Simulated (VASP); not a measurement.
# Ga (Cmce) in VASP: further runs, part 2 of 2

VASP 6.6.1.

## Step 4: Single point, PBEsol

This run uses another cell than the first one, of 18.81 Å³/atom, 0.960 times its volume.

INCAR reads:

```
PREC = Accurate ; ENCUT = 520
EDIFF = 1E-6 ; ISMEAR = -1
SIGMA = 0.05 ; LREAL = F
LASPH = T ; NELM = 80
ALGO = Fast ; ISIF = 2
LWAVE = F ; LCHARG = F
GGA = PS ; NBANDS = 34
```

KPOINTS reads:

```
Automatic mesh
0
Gamma
  7 7 6
```

POSCAR reads:

```
Ga
1.0
    2.2309354424     -3.7787301403      0.0000000000
    2.2309354424      3.7787301403      0.0000000000
    0.0000000000      0.0000000000      4.4628573697
Ga
4
Direct
    0.3451000000      0.6549000000      0.4190000000
    0.1549000000      0.8451000000      0.9190000000
    0.6549000000      0.3451000000      0.5810000000
    0.8451000000      0.1549000000      0.0810000000
```

Potentials or basis: VASP PAW PBE potentials, release 64 (Ga_d).

Run with:

```
cat potpaw_PBE.64/Ga_d/POTCAR > POTCAR
mpirun -np 1 vasp_std > vasp.out
```

OUTCAR:

```text
PREC = Accurate
   ENCUT = 520
   EDIFF = 1E-6
   ISMEAR = -1
   LREAL = F
   LASPH = T
   NELM = 80
   ISIF = 2
   GGA = PS

 ion  position               nearest neighbor table
   1  0.345  0.655  0.419-   3 2.45   2 2.65   2 2.65   4 2.69   4 2.69   3 2.75   3 2.75
   2  0.155  0.845  0.919-   4 2.45   1 2.65   1 2.65   3 2.69   3 2.69   4 2.75   4 2.75
   3  0.655  0.345  0.581-   1 2.45   4 2.65   4 2.65   2 2.69   2 2.69   1 2.75   1 2.75
   4  0.845  0.155  0.081-   2 2.45   3 2.65   3 2.65   1 2.69   1 2.69   2 2.75   2 2.75

  LATTYP: Found a base centered orthorhombic cell.
 ALAT       =     4.4618708848
 B/A-ratio  =     1.6937873093
 C/A-ratio  =     1.0002210922

  Lattice vectors:

 A1 = (   2.2309354424,  -3.7787301403,   0.0000000000)
 A2 = (   2.2309354424,   3.7787301403,   0.0000000000)
 A3 = (   0.0000000000,   0.0000000000,   4.4628573697)

Analysis of symmetry for initial positions (statically):
=====================================================================
 Subroutine PRICEL returns:
 Original cell was already a primitive cell.

 Routine SETGRP: Setting up the symmetry group for a
 base centered orthorhombic supercell.

 Subroutine GETGRP returns: Found  8 space group operations
 (whereof  4 operations were pure point group operations)
 out of a pool of  8 trial point group operations.

The static configuration has the point symmetry C_2h.
 The point group associated with its full space group is D_2h.

Analysis of symmetry for dynamics (positions and initial velocities):
=====================================================================
 Subroutine PRICEL returns:
 Original cell was already a primitive cell.

 Routine SETGRP: Setting up the symmetry group for a
 base centered orthorhombic supercell.

 Subroutine GETGRP returns: Found  8 space group operations
 (whereof  4 operations were pure point group operations)
[... 119 lines left out ...]
   NUPDOWN=      -1.0000    fix difference up-down
   EMIN   =  10.00;   EMAX   =-10.00  energy-range for DOS
   EFERMI =   0.00;   METHOD = LEGACY
   ISMEAR =    -1;   SIGMA  =   0.05  broadening in eV -4-tet -1-fermi 0-gaus
   EFERMI_NEDOS =   21; number of points for ismear=-14 and -15
   IALGO  =     68    algorithm
   IMIX   =      4    mixing-type and parameters
     AMIX     =   0.40;   BMIX     =  1.00
     AMIX_MAG =   1.60;   BMIX_MAG =  1.00
  volume/ion in A,a.u.               =      18.81       126.94
  Fermi-wavevector in a.u.,A,eV,Ry     =   1.447385  2.735161 28.503151  2.094923
  Thomas-Fermi vector in A             =   2.565346
   LORBIT       =      0    0 simple, 1 ext, 2 COOP (PROOUT), +10 PAW based schemes
   GGA     = PS    functional components
   LHFCALC =     F    Hartree Fock is set to
   AEXX    =    0.0000 exact exchange contribution
   IVDW    =     0    specifies the selected vdW correction
   LEPSILON=     F    determine dielectric tensor
   LRPA    =     F    only Hartree local field effects (RPA)
 non-spin polarized calculation
 RMM-DIIS sequential band-by-band and
  energy-cutoff  :      520.00
  volume of cell :       75.24
 maximum number of plane-waves:      2046
 NGX is ok and might be reduce to    36
   NGX = 17   NGY = 17   NGZ = 17

 number of electron      52.0000009 magnetization

 Free energy of the ion-electron system (eV)
  ---------------------------------------------------
  ext. energy  EPLUGINS =         0.00000000
  ---------------------------------------------------
  free energy    TOTEN  =       -13.39329410 eV

  energy without entropy =      -13.38529045  energy(sigma->0) =      -13.38929227

 E-fermi :   5.3046     XC(G=0): -11.0057

 val. band max:        5.2887114817   @ k =  -0.2857   0.2857   0.1667
 cond. band min:       5.3127158310   @ k =   0.2857   0.2857   0.0000
 fundamental gap:      0.0240043493
 Fermi energy:         5.3045603015

 k-point     1 :       0.0000    0.0000    0.0000
  band No.  band energies     occupation
      1      -9.9203      2.00000
      2      -9.9168      2.00000
      3      -9.8875      2.00000
      4      -9.8647      2.00000
      5      -9.8320      2.00000
      6      -9.8073      2.00000
[... 877 lines left out ...]
     33      12.7846      0.00000
     34      13.5241      0.00000

 [... further k-points ...]
[... 5 lines left out ...]
  --------------------------------------------------------------------------------------
  -------------------------------------------------------------------------------------
  Total       -0.1405101      0.7955700      0.5321105      0.0000000      0.0000000      0.0000000
  in kB       -2.9918666     16.9399885     11.3301730      0.0000000      0.0000000      0.0000000
  external PRESSURE =       8.4260983 kB  Pullay stress =       0.0000000 kB

 VOLUME and BASIS-vectors are now :
 -----------------------------------------------------------------------------
  energy-cutoff  :      520.00
  volume of cell :       75.24
      direct lattice vectors                 reciprocal lattice vectors
     2.230935442 -3.778730140  0.000000000     0.224121232 -0.132319584  0.000000000
     2.230935442  3.778730140  0.000000000     0.224121232  0.132319584  0.000000000
     0.000000000  0.000000000  4.462857370     0.000000000  0.000000000  0.224071692

 POSITION                                       TOTAL-FORCE (eV/Angst)
 -----------------------------------------------------------------------------------
      2.23094      1.17065      1.86994         0.000000      0.109516     -0.055966
      2.23094      2.60808      4.10137         0.000000     -0.109516     -0.055966
      2.23094     -1.17065      2.59292         0.000000     -0.109516      0.055966
      2.23094     -2.60808      0.36149         0.000000      0.109516      0.055966
 -----------------------------------------------------------------------------------
    total drift:                               -0.000000     -0.000000      0.000000

  FREE ENERGIE OF THE ION-ELECTRON SYSTEM (eV)
  ---------------------------------------------------
  free  energy   TOTEN  =       -13.3932940991 eV

  energy  without entropy=      -13.3852904485  energy(sigma->0) =      -13.38929227
```

stdout:

```text
POSCAR found type information on POSCAR Ga
 POSCAR found :  1 types and       4 ions
 scaLAPACK will be used
 -----------------------------------------------------------------------------
|                                                                             |
|                                                                             |
|     You enforced a specific xc type in the INCAR file but a different       |
|     I HOPE YOU KNOW WHAT YOU ARE DOING!                                     |
|                                                                             |
 -----------------------------------------------------------------------------

 LDA part: xc-table for (Slater+PW92), standard interpolation
 POSCAR, INCAR and KPOINTS ok, starting setup
 FFT: planning ... GRIDC
 FFT: planning ... GRID_SOFT
 FFT: planning ... GRID
 WAVECAR not read
 entering main loop
```

Wall time 71 s (1 thread of Intel Xeon 6975P-C (Granite Rapids), shared host); peak memory 0.27 GiB.

Results:

```
Free energy            : -13.3933 eV
Pressure               : 0.8 GPa
Largest force          : 0.123 eV/Å
Band gap on the k mesh : zero (band 26 reaches 5.66 eV, above the bottom of band 27 at 4.34 eV)
```

Forces in eV/Å, atoms in the order of the input:
```
Ga   0.000  0.110 -0.056
Ga   0.000 -0.110 -0.056
Ga   0.000 -0.110  0.056
Ga   0.000  0.110  0.056
```

Stress tensor (GPa, compression positive):
```
-0.30  0.00  0.00
 0.00  1.69  0.00
 0.00  0.00  1.13
```

Caveat: the PAW data sets were made with another functional, which shifts forces and pressure a little.

## Step 5: Single point, PBEsol

This run uses another cell than the first one, of 19.20 Å³/atom, 0.980 times its volume.

INCAR reads:

```
ALGO     = Fast           # electronic algorithm
EDIFF    = 1E-7           # SCF threshold, eV
ENCUT    = 520            # plane-wave cutoff, eV
GGA      = PS             # functional
ISIF     = 2              # what is computed and relaxed
ISMEAR   = -1             # smearing method
LASPH    = True           # aspherical terms in the spheres
LCHARG   = False          # write CHGCAR
LREAL    = False          # projectors in reciprocal space
LWAVE    = False          # write WAVECAR
NBANDS   = 34             # bands
NELM     = 80             # most SCF steps
PREC     = Accurate       # precision mode
SIGMA    = 0.05           # smearing width, eV
```

KPOINTS reads:

```
k-points
0
Gamma
  7 7 6
```

POSCAR reads:

```
Ga
1.0
    2.2463216903     -3.8047911717      0.0000000000
    2.2463216903      3.8047911717      0.0000000000
    0.0000000000      0.0000000000      4.4936366690
Ga
4
Direct
    0.3451000000      0.6549000000      0.4190000000
    0.1549000000      0.8451000000      0.9190000000
    0.6549000000      0.3451000000      0.5810000000
    0.8451000000      0.1549000000      0.0810000000
```

Run with:

```
cat potpaw_PBE.64/Ga_d/POTCAR > POTCAR
mpirun -np 1 vasp_std > vasp.out
```

Wall time 74 s (1 thread of Intel Xeon 6975P-C (Granite Rapids), shared host); peak memory 0.27 GiB.

The run converged. Its results:

```
Free energy            : -13.3956 eV
Pressure               : -0.4 GPa
Largest force          : 0.121 eV/Å
Band gap on the k mesh : zero (band 26 reaches 5.46 eV, above the bottom of band 27 at 4.16 eV)
```

Forces in eV/Å, atoms in the order of the input:
```
Ga   0.000  0.110 -0.050
Ga   0.000 -0.110 -0.050
Ga   0.000 -0.110  0.050
Ga   0.000  0.110  0.050
```

Stress tensor (GPa, compression positive):
```
-1.36  0.00  0.00
 0.00  0.35  0.00
 0.00  0.00 -0.13
```

Levels at points of the mesh, in eV from the Fermi level:
| k point | band 22 | band 23 | band 24 | band 25 | band 26 | band 27 | band 28 | band 29 | band 30 | band 31 |
| --- | --- | --- | --- | --- | --- | --- | --- | --- | --- | --- |
| (0.00, 0.00, 0.00) | -4.31 | -3.80 | -1.79 | -1.78 | -0.86 | 0.84 | 0.91 | 0.96 | 5.09 | 5.39 |
| (0.00, 0.00, 0.50) | -9.36 | -0.17 | -0.17 | -0.04 | -0.04 | -0.03 | -0.03 | 2.05 | 2.05 | 3.79 |

Caveat: the PAW data sets were made with another functional, which shifts forces and pressure a little.

## Step 6: Overview

```csv
cell,further INCAR settings,gap on the mesh (eV),pressure (GPa),largest force (eV/Å)
"a = 4.448, b = 4.448, c = 4.524 Å, angles 90.0, 90.0, 118.9°, 4 atoms",ALGO = Fast; EDIFF = 1e-07; NBANDS = 34,none,-1.5,0.12
"a = 4.357, b = 4.357, c = 4.432 Å, angles 90.0, 90.0, 118.9°, 4 atoms",ALGO = Fast; EDIFF = 1e-07; NBANDS = 34,none,2.3,0.12
"a = 4.388, b = 4.388, c = 4.463 Å, angles 90.0, 90.0, 118.9°, 4 atoms",ALGO = Fast; EDIFF = 1e-06; NBANDS = 34,none,0.8,0.12
"a = 4.418, b = 4.418, c = 4.494 Å, angles 90.0, 90.0, 118.9°, 4 atoms",ALGO = Fast; EDIFF = 1e-07; NBANDS = 34,none,-0.4,0.12
```

Alike in all rows: task single point; level PBEsol; potentials or basis VASP PAW PBE potentials, release 64 (Ga_d); no spin polarisation; k mesh 7 × 7 × 6; cutoff (eV) 520; smearing fermi-dirac 0.05 eV.

Caveats: the PAW data sets were made with another functional, which shifts forces and pressure a little.

Absolute energies hang on the potentials; compare differences alone.
